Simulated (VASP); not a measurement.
# Te2Mo in VASP: notebook

Te2Mo is run at these levels: PBE+D3(BJ); tasks: single point.

Program: VASP 6.6.1. These are calculated values, not measurements. Logs are shortened: lines on timing, memory, paths and dates and some standing lists are left out, and cuts for length are marked.

**1. The cell of the first run**

The cell holds a slab with vacuum, 6 atoms: a = 3.504 Å, b = 3.504 Å, c = 24.768 Å, α = 90.00°, β = 90.00°, γ = 120.00°.

**2. Single point, PBE+D3(BJ)**

INCAR reads:

```
SYSTEM = Te2Mo
PREC = Accurate ; ENCUT = 520
EDIFF = 1E-6 ; ISMEAR = 0
SIGMA = 0.05 ; LREAL = .False.
LASPH = .True. ; NELM = 80
ALGO = Normal ; ISIF = 2
LWAVE = .False. ; LCHARG = .False.
LDIPOL = .True. ; IDIPOL = 3
DIPOL = 0.5 0.5 0.402 ; GGA = PE
IVDW = 12 ; NBANDS = 35
```

KPOINTS reads:

```
regular mesh
0
Gamma
  9 9 1
  0 0 0
```

POSCAR reads:

```
Te2Mo
1.0
    3.5038817003      0.0000000000      0.0000000000
   -1.7519408501      3.0344505643      0.0000000000
    0.0000000000      0.0000000000     24.7677199090
Te Mo
4 2
Direct
    0.3333333333      0.6666666667      0.1816881011
    0.3333333333      0.6666666667      0.3284056823
    0.5000000000      1.3333333333      0.4749674172
    0.5000000000      1.3333333333      0.6216849983
    0.6666666667      0.3333333333      0.2550468917
    0.1666666667      1.6666666667      0.5483262077
```

Potentials or basis: VASP PAW PBE potentials, release 64 (Te, Mo_sv).

Started as:

```sh
> cat potpaw_PBE.64/Te/POTCAR potpaw_PBE.64/Mo_sv/POTCAR > POTCAR
> mpirun -np 1 vasp_std > vasp.out
```

OUTCAR:

```text
SYSTEM = Te2Mo
   PREC = Accurate
   ENCUT = 520
   EDIFF = 1E-6
   ISMEAR = 0
   LREAL = .False.
   LASPH = .True.
   NELM = 80
   ISIF = 2
   GGA = PE
   IVDW = 12
 IVDW          = 12

 ion  position               nearest neighbor table
   1  0.333  0.667  0.182-   5 2.72   5 2.72   5 2.72   2 3.63
   2  0.333  0.667  0.328-   5 2.72   5 2.72   5 2.72   1 3.63
   3  0.500  0.333  0.475-   6 2.72   6 2.72   6 2.72   4 3.63
   4  0.500  0.333  0.622-   6 2.72   6 2.72   6 2.72   3 3.63
   5  0.667  0.333  0.255-   1 2.72   2 2.72   1 2.72   2 2.72   1 2.72   2 2.72
   6  0.167  0.667  0.548-   3 2.72   3 2.72   3 2.72   4 2.72   4 2.72   4 2.72

  LATTYP: Found a hexagonal cell.
 ALAT       =     3.5038817003
 C/A-ratio  =     7.0686518631

  Lattice vectors:

 A1 = (   3.5038817003,   0.0000000000,   0.0000000000)
 A2 = (  -1.7519408501,   3.0344505643,   0.0000000000)
 A3 = (   0.0000000000,   0.0000000000,  24.7677199090)

Analysis of symmetry for initial positions (statically):
=====================================================================
 Subroutine PRICEL returns:
 Original cell was already a primitive cell.

 Routine SETGRP: Setting up the symmetry group for a
 hexagonal supercell.

 Subroutine GETGRP returns: Found  2 space group operations
 (whereof  1 operations were pure point group operations)
 out of a pool of 24 trial point group operations.

The static configuration has the point symmetry C_1 .
 The point group associated with its full space group is S_2 .

Analysis of symmetry for dynamics (positions and initial velocities):
=====================================================================
 Subroutine PRICEL returns:
 Original cell was already a primitive cell.

 Routine SETGRP: Setting up the symmetry group for a
 hexagonal supercell.

 Subroutine GETGRP returns: Found  2 space group operations
 (whereof  1 operations were pure point group operations)
 out of a pool of 24 trial point group operations.

The dynamic configuration has the point symmetry C_1 .
 The point group associated with its full space group is S_2 .

 Subroutine INISYM returns: Found  2 space group operations
 (whereof  1 operations are pure point group operations),
 and found     1 'primitive' translations

----------------------------------------------------------------------------------------

                                     Primitive cell

  volume of cell :     263.3392

  direct lattice vectors                    reciprocal lattice vectors
     3.503881700  0.000000000  0.000000000     0.285397763  0.164774475  0.000000000
    -1.751940850  3.034450564  0.000000000     0.000000000  0.329548951  0.000000000
     0.000000000  0.000000000 24.767719909     0.000000000  0.000000000  0.040375134

  length of vectors
     3.503881700  3.503881700 24.767719909     0.329548951  0.329548951  0.040375134

  position of ions in fractional coordinates (direct lattice)
     0.333333333  0.666666667  0.181688101
     0.333333333  0.666666667  0.328405682
     0.500000000  0.333333333  0.474967417
     0.500000000  0.333333333  0.621684998
     0.666666667  0.333333333  0.255046892
     0.166666667  0.666666667  0.548326208

  ion indices of the primitive-cell ions
   primitive index   ion index
                 1           1
                 2           2
                 3           3
                 4           4
                 5           5
                 6           6

----------------------------------------------------------------------------------------

 KPOINTS: regular mesh

Automatic generation of k-mesh.
 Grid dimensions read from file:
 generate k-points for:    9    9    1

 Generating k-lattice:

  Cartesian coordinates                     Fractional coordinates (reciprocal lattice)
     0.031710863  0.018308275  0.000000000     0.111111111  0.000000000  0.000000000
     0.000000000  0.036616550  0.000000000     0.000000000  0.111111111  0.000000000
     0.000000000  0.000000000  0.040375134     0.000000000  0.000000000  1.000000000

  Length of vectors
     0.036616550  0.036616550  0.040375134

  Shift w.r.t. Gamma in fractional coordinates (k-lattice)
     0.000000000  0.000000000  0.000000000

 Subroutine IBZKPT returns following result:
 ===========================================

 Found     41 irreducible k-points:

 Following reciprocal coordinates:
            Coordinates               Weight
  0.000000  0.000000  0.000000      1.000000
  0.111111  0.000000  0.000000      2.000000
  0.000000  0.111111  0.000000      2.000000
 -0.111111  0.111111  0.000000      2.000000
  0.222222 -0.000000  0.000000      2.000000
  0.000000  0.222222  0.000000      2.000000
[... 16 lines left out ...]
  0.333333  0.111111  0.000000      2.000000
 -0.111111  0.444444  0.000000      2.000000
 [... further k-points ...]
   k-points           NKPTS =     41   k-points in BZ     NKDIM =     41   number of bands    NBANDS=     35
   number of dos      NEDOS =    301   number of ions     NIONS =      6
   total plane-waves  NPLWV = 150528
   dimension x,y,z NGX =    28 NGY =   28 NGZ =  192
   dimension x,y,z NGXF=    56 NGYF=   56 NGZF=  384
   ions per type =               4   2
   NGX,Y,Z   is equivalent  to a cutoff of  13.28, 13.28, 12.89 a.u.
   NGXF,Y,Z  is equivalent  to a cutoff of  26.57, 26.57, 25.77 a.u.
 SYSTEM =  Te2Mo
   PREC   = accura    normal or accurate (medium, high low for compatibility)
   ISTART =      0    job   : 0-new  1-cont  2-samecut
   ICHARG =      2    charge: 1-file 2-atom 10-const
   ISPIN  =      1    spin polarized calculation?
   LNONCOLLINEAR =      F non collinear calculations
   LSORBIT =      F    spin-orbit coupling
   LASPH  =      T    aspherical Exc in radial PAW
   ENCUT  =  520.0 eV  38.22 Ry    6.18 a.u.   6.51  6.51 46.05*2*pi/ulx,y,z
   NELM   =     80;   NELMIN=  2; NELMDL= -5     # of ELM steps
   EDIFF  = 0.1E-05   stopping-criterion for ELM
   LREAL  =      F    real-space projection
   EDIFFG = 0.1E-04   stopping-criterion for IOM
   NSW    =      0    number of steps for IOM
   IBRION =     -1    ionic relax: 0-MD 1-quasi-New 2-CG
   NFREE  =      0    steps in history (QN), initial steepest desc. (CG)
   ISIF   =      2    stress and relaxation
   ISYM   =      2    0-nonsym 1-usesym 2-fastsym
   POTIM  = 0.5000    time-step for ionic-motion
   TEBEG  =    0.0;   TEEND  =   0.0 temperature during run
   PSTRESS=    0.0 pullay stress
   NELECT =      52.0000    total number of electrons
   NUPDOWN=      -1.0000    fix difference up-down
   EMIN   =  10.00;   EMAX   =-10.00  energy-range for DOS
   EFERMI =   0.00;   METHOD = LEGACY
   ISMEAR =     0;   SIGMA  =   0.05  broadening in eV -4-tet -1-fermi 0-gaus
   EFERMI_NEDOS =   21; number of points for ismear=-14 and -15
   IALGO  =     38    algorithm
   IMIX   =      4    mixing-type and parameters
     AMIX     =   0.40;   BMIX     =  1.00
     AMIX_MAG =   1.60;   BMIX_MAG =  1.00
  volume/ion in A,a.u.               =      43.89       296.18
  Fermi-wavevector in a.u.,A,eV,Ry     =   0.953317  1.801508 12.365161  0.908814
  Thomas-Fermi vector in A             =   2.081961
   LORBIT       =      0    0 simple, 1 ext, 2 COOP (PROOUT), +10 PAW based schemes
   GGA     = PE    functional components
   LHFCALC =     F    Hartree Fock is set to
   AEXX    =    0.0000 exact exchange contribution
   IVDW    =    12    specifies the selected vdW correction
   LEPSILON=     F    determine dielectric tensor
   LRPA    =     F    only Hartree local field effects (RPA)
 non-spin polarized calculation
 Gauss-broadening in eV      SIGMA  =   0.05
  energy-cutoff  :      520.00
  volume of cell :      263.34
 maximum number of plane-waves:      7173
 NGX is ok and might be reduce to    28
   NGX = 13   NGY = 13   NGZ = 93

 dipolmoment           0.000000      0.000000      0.000025 electrons x Angstroem

 number of electron      52.0000000 magnetization

 dipolmoment           0.000000      0.000000     -0.000001 electrons x Angstroem

 Free energy of the ion-electron system (eV)
  ---------------------------------------------------
  ext. energy  EPLUGINS =         0.00000000
  ---------------------------------------------------
  free energy    TOTEN  =       -36.00214037 eV

  energy without entropy =      -36.00214037  energy(sigma->0) =      -36.00214037

 E-fermi :   2.8703     XC(G=0):  -6.4179

 val. band max:        2.4977443160   @ k =   0.3333   0.3333   0.0000
 cond. band min:       3.5897635159   @ k =   0.2222   0.2222   0.0000
 fundamental gap:      1.0920191998
 Fermi energy:         2.8702693133

 k-point     1 :       0.0000    0.0000    0.0000
  band No.  band energies     occupation
      1     -58.1865      2.00000
      2     -58.1865      2.00000
      3     -32.3631      2.00000
      4     -32.3631      2.00000
      5     -32.2198      2.00000
      6     -32.2198      2.00000
[... 27 lines left out ...]
     34       6.0008      0.00000
     35       6.6518      0.00000

 k-point     2 :       0.1111    0.0000    0.0000
  band No.  band energies     occupation
      1     -58.1853      2.00000
      2     -58.1853      2.00000
      3     -32.3597      2.00000
      4     -32.3597      2.00000
      5     -32.2354      2.00000
      6     -32.2354      2.00000
[... 27 lines left out ...]
     34       5.8494      0.00000
     35       6.8909      0.00000

 k-point     3 :       0.0000    0.1111    0.0000
  band No.  band energies     occupation
      1     -58.1853      2.00000
      2     -58.1853      2.00000
      3     -32.3597      2.00000
      4     -32.3597      2.00000
      5     -32.2355      2.00000
      6     -32.2355      2.00000
[... 27 lines left out ...]
     34       5.8146      0.00000
     35       6.8925      0.00000

 k-point     4 :      -0.1111    0.1111    0.0000
  band No.  band energies     occupation
      1     -58.1853      2.00000
      2     -58.1853      2.00000
      3     -32.3597      2.00000
      4     -32.3597      2.00000
      5     -32.2357      2.00000
      6     -32.2357      2.00000
[... 27 lines left out ...]
     34       5.8261      0.00000
     35       6.8933      0.00000

 k-point     5 :       0.2222   -0.0000    0.0000
  band No.  band energies     occupation
      1     -58.1822      2.00000
      2     -58.1822      2.00000
      3     -32.3508      2.00000
      4     -32.3508      2.00000
      5     -32.2755      2.00000
      6     -32.2755      2.00000
[... 638 lines left out ...]
 k-point    22 :       0.3333   -0.1111    0.0000
  band No.  band energies     occupation
      1     -58.1799      2.00000
      2     -58.1799      2.00000
      3     -32.3441      2.00000
      4     -32.3441      2.00000
      5     -32.3015      2.00000
      6     -32.3015      2.00000
[... 27 lines left out ...]
     34       6.1112      0.00000
     35       7.9842      0.00000

 k-point    23 :       0.3333    0.1111    0.0000
  band No.  band energies     occupation
      1     -58.1770      2.00000
      2     -58.1770      2.00000
      3     -32.3360      2.00000
      4     -32.3360      2.00000
      5     -32.3353      2.00000
      6     -32.3353      2.00000
[... 27 lines left out ...]
     34       6.2219      0.00000
     35       7.2998      0.00000

 k-point    24 :      -0.1111    0.4444    0.0000
  band No.  band energies     occupation
      1     -58.1770      2.00000
      2     -58.1770      2.00000
      3     -32.3364      2.00000
      4     -32.3364      2.00000
      5     -32.3351      2.00000
      6     -32.3351      2.00000
[... 27 lines left out ...]
     34       6.2095      0.00000
     35       7.3585      0.00000

 [... further k-points ...]

------------------------ aborting loop because EDIFF is reached ----------------------------------------

 vacuum level on the upper side and lower side of the slab       (xc-potential included)        -0.175        -0.176

 Edisp (eV)   -2.75826

 E8    (eV) :    -1.3051

  FORCE on cell =-STRESS in cart. coord.  units (eV):
  Direction    XX          YY          ZZ          XY          YZ          ZX
  --------------------------------------------------------------------------------------
  -------------------------------------------------------------------------------------
  Total      -0.24545    -0.19932    -0.47894    -0.03234    -0.09636     0.27733
  in kB      -1.49335    -1.21266    -2.91393    -0.19676    -0.58625     1.68732
  external pressure =       -1.87 kB  Pullay stress =        0.00 kB

 VOLUME and BASIS-vectors are now :
 -----------------------------------------------------------------------------
  energy-cutoff  :      520.00
  volume of cell :      263.34
      direct lattice vectors                 reciprocal lattice vectors
     3.503881700  0.000000000  0.000000000     0.285397763  0.164774475  0.000000000
    -1.751940850  3.034450564  0.000000000     0.000000000  0.329548951  0.000000000
     0.000000000  0.000000000 24.767719909     0.000000000  0.000000000  0.040375134

 POSITION                                       TOTAL-FORCE (eV/Angst)
 -----------------------------------------------------------------------------------
     -0.00000      2.02297      4.50000         0.003640      0.000078      0.001419
     -0.00000      2.02297      8.13386        -0.039365      0.015776      0.092711
      1.16796      1.01148     11.76386         0.039365     -0.015776     -0.092711
      1.16796      1.01148     15.39772        -0.003640     -0.000078     -0.001419
      1.75194      1.01148      6.31693        -0.024392      0.005323      0.009440
     -0.58398      2.02297     13.58079         0.024392     -0.005323     -0.009440
 -----------------------------------------------------------------------------------
    total drift:                                0.000006      0.000008     -0.000004

  FREE ENERGIE OF THE ION-ELECTRON SYSTEM (eV)
  ---------------------------------------------------
  free  energy   TOTEN  =       -38.7604019578 eV

  energy  without entropy=      -38.7604019578  energy(sigma->0) =      -38.76040196

 vacuum level on the upper side and lower side of the slab         7.183         7.183
```

Wall time 15 min (1 thread of Oxide Virtual Turin-like, shared host); peak memory 0.55 GiB.

What came out:

| Quantity | Value |
| --- | --- |
| Free energy | -38.7604 eV |
| Largest force | 0.102 eV/Å |
| Band gap on the k mesh | 1.09 eV, indirect (least direct gap 1.15 eV) |
| Dispersion energy per atom | -0.460 eV |

Forces on the atoms (eV/Å):
```
Te   0.004  0.000  0.001
Te  -0.039  0.016  0.093
Te   0.039 -0.016 -0.093
Te  -0.004  0.000 -0.001
Mo  -0.024  0.005  0.009
Mo   0.024 -0.005 -0.009
```

Levels at points of the mesh, in eV from the valence-band top:
| k point | band 24 | band 25 | band 26 | band 27 | band 28 | band 29 |
| --- | --- | --- | --- | --- | --- | --- |
| (0.00, 0.00, 0.00) | -0.85 | -0.74 | -0.17 | 3.11 | 3.15 | 3.18 |

Caveat: spin-orbit coupling is left out, which moves the levels of the heavy elements.

**3. Single point, PBE+D3(BJ)**

INCAR reads:

```
SYSTEM = Te2Mo
ALGO = Normal
DIPOL = 0.5 0.5 0.402
EDIFF = 1E-6
ENCUT = 520
GGA = PE
IDIPOL = 3
ISIF = 2
ISMEAR = 0
IVDW = 12
LASPH = .TRUE.
LCHARG = .TRUE.
LDIPOL = .TRUE.
LELF = .TRUE.
LREAL = .FALSE.
LVACPOTAV = .TRUE.
LVHAR = .TRUE.
LWAVE = .FALSE.
NBANDS = 35
NELM = 60
PREC = Accurate
SIGMA = 0.05
```

KPOINTS reads:

```
k-points
0
G
  9 9 1
  0 0 0
```

POSCAR reads:

```
Te2Mo
1.0
    3.5038817003      0.0000000000      0.0000000000
   -1.7519408501      3.0344505643      0.0000000000
    0.0000000000      0.0000000000     24.7677199090
Te Mo
4 2
Direct
    0.3333333333      0.6666666667      0.1816881011
    0.3333333333      0.6666666667      0.3284056823
    0.8333333333      1.0000000000      0.4749674172
    0.8333333333      1.0000000000      0.6216849983
    0.6666666667      0.3333333333      0.2550468917
    0.5000000000      1.3333333333      0.5483262077
```

Potentials or basis: VASP PAW PBE potentials, release 64 (Te, Mo_sv).

Started as:

```sh
> cat potpaw_PBE.64/Te/POTCAR potpaw_PBE.64/Mo_sv/POTCAR > POTCAR
> mpirun -np 1 vasp_std > vasp.out
```

Wall time 13 min (1 thread of Oxide Virtual Turin-like, shared host); peak memory 0.54 GiB.

The run converged. Its results:

| Quantity | Value |
| --- | --- |
| Free energy | -38.7368 eV |
| Largest force | 0.048 eV/Å |
| Band gap on the k mesh | 1.12 eV, indirect (least direct gap 1.16 eV) |
| Dispersion energy per atom | -0.460 eV |

Forces on the atoms (eV/Å):
```
Te  -0.002  0.001 -0.006
Te  -0.020 -0.020  0.039
Te   0.020  0.020 -0.039
Te   0.002 -0.001  0.006
Mo  -0.002 -0.010  0.022
Mo   0.002  0.010 -0.022
```

Levels at points of the mesh, in eV from the valence-band top:
| k point | band 23 | band 24 | band 25 | band 26 | band 27 | band 28 | band 29 | band 30 |
| --- | --- | --- | --- | --- | --- | --- | --- | --- |
| (0.00, 0.00, 0.00) | -0.84 | -0.83 | -0.73 | -0.15 | 3.12 | 3.18 | 3.18 | 3.22 |

Caveat: spin-orbit coupling is left out, which moves the levels of the heavy elements.

[end of part 1 of 2]
